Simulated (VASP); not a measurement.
## HgS3: relaxation of cell and atoms with PBE

HgS3:

```
CELL_PARAMETERS angstrom
3.73204 2.15470 2.80148
-3.73204 2.15470 2.80148
0.00000 -4.30939 2.80148
ATOMIC_POSITIONS crystal
Hg 0.50410 0.50410 0.50410
S 0.73270 0.01253 0.01253
S 0.01253 0.73270 0.01253
S 0.01253 0.01253 0.73270
```

The cell was generated, and may not be a known phase.

| Item | Value |
| --- | --- |
| Program | VASP 6.6.1 |
| Task | relaxation of cell and atoms |
| Functional | PBE |
| Potentials or basis | VASP PAW PBE potentials, release 64 (Hg, S) |
| Cutoff | 600 eV |
| k mesh | 6 × 6 × 6 |
| Occupations | gaussian, width 0.02 eV |
| Spin | no spin polarisation |
| Dipole correction | no |
| Further INCAR settings | ALGO = Normal; EDIFF = 1e-07; IBRION = 2; EDIFFG = -0.01; NSW = 100; ISIF = 3 |

```yaml
Relaxed_volume: 34.08 Å³/atom
Relaxed_cell: a = 5.248 Å, b = 5.248 Å, c = 5.248 Å, α = 100.43°, β = 100.43°, γ = 100.43°
Space_group_after_relaxing_to_0.1_Å: R3m (No. 160)
Energy_gained_by_relaxing: 9.5 meV/atom
Ionic_steps: 57
Pressure_after_relaxing: 0.0 GPa
Largest_force_after_relaxing: 0.009 eV/Å
Band_gap_on_the_k_mesh: 1.42 eV (least direct gap 1.58 eV)
```

Forces in eV/Å, atoms in the order of the input:
```
Hg   0.000  0.000  0.001
S   -0.008 -0.004  0.000
S    0.008 -0.004  0.000
S    0.000  0.009  0.000
```

The path:
```tsv
step	energy change (eV)	largest force (eV/Å)	pressure (GPa)	volume (Å³)
1	0.0000	0.2116	-0.08	135.17
3	-0.0014	0.0205	0.20	135.03
5	-0.0056	0.0088	0.14	137.65
7	-0.0099	0.1100	0.06	149.77
9	-0.0102	0.0203	-0.07	150.21
11	-0.0116	0.0207	-0.08	148.04
13	-0.0128	0.0756	-0.09	143.45
15	-0.0131	0.0396	0.02	142.71
17	-0.0131	0.0395	0.02	142.66
19	-0.0134	0.0382	0.02	142.61
21	-0.0144	0.0334	0.02	142.43
23	-0.0182	0.0167	0.02	141.67
25	-0.0313	0.0729	0.08	138.31
27	-0.0322	0.0970	0.11	138.09
29	-0.0341	0.1116	0.14	137.38
31	-0.0347	0.1192	0.17	136.88
33	-0.0352	0.0540	0.07	136.89
35	-0.0354	0.0279	0.00	136.89
37	-0.0355	0.0273	0.00	136.89
39	-0.0359	0.0227	-0.01	136.87
41	-0.0370	0.0290	-0.05	136.80
43	-0.0371	0.0369	-0.06	136.77
45	-0.0372	0.0108	0.01	136.62
47	-0.0376	0.0137	0.00	136.00
49	-0.0377	0.0121	-0.01	136.06
51	-0.0379	0.0578	-0.09	136.31
53	-0.0379	0.0549	-0.08	136.31
55	-0.0380	0.0421	-0.06	136.31
57	-0.0381	0.0090	0.01	136.30
```

Final structure:
```yaml
crystal:
  lattice:
    - [4.03254, 2.32819, 2.41966]
    - [-4.03254, 2.32819, 2.41966]
    - [0.00000, -4.65637, 2.41966]
  atoms:
    - { symbol: Hg, position: [0.44608, 0.44608, 0.44608] }
    - { symbol: S, position: [0.76655, 0.02461, 0.02461] }
    - { symbol: S, position: [0.02461, 0.76655, 0.02461] }
    - { symbol: S, position: [0.02461, 0.02461, 0.76655] }
```

Levels at points of the mesh, in eV from the valence-band top:
```tsv
k point	band 13	band 14	band 15	band 16	band 17	band 18
(0.00, 0.00, 0.00)	-1.29	-0.60	-0.60	1.42	2.85	2.85
(0.50, 0.00, 0.00)	-1.13	-0.60	-0.23	1.69	3.05	3.28
(0.50, 0.50, 0.00)	-1.32	-0.29	0.00	1.58	2.34	2.75
(0.50, 0.50, 0.50)	-0.95	-0.21	-0.21	2.43	2.56	2.56
```

Wall time 83 min on 1 thread of AMD EPYC 7R13, with other jobs on the host, peak memory 0.31 GiB.

Caveat: spin-orbit coupling is left out, which moves the levels of the heavy elements. A k mesh can miss the band edges.
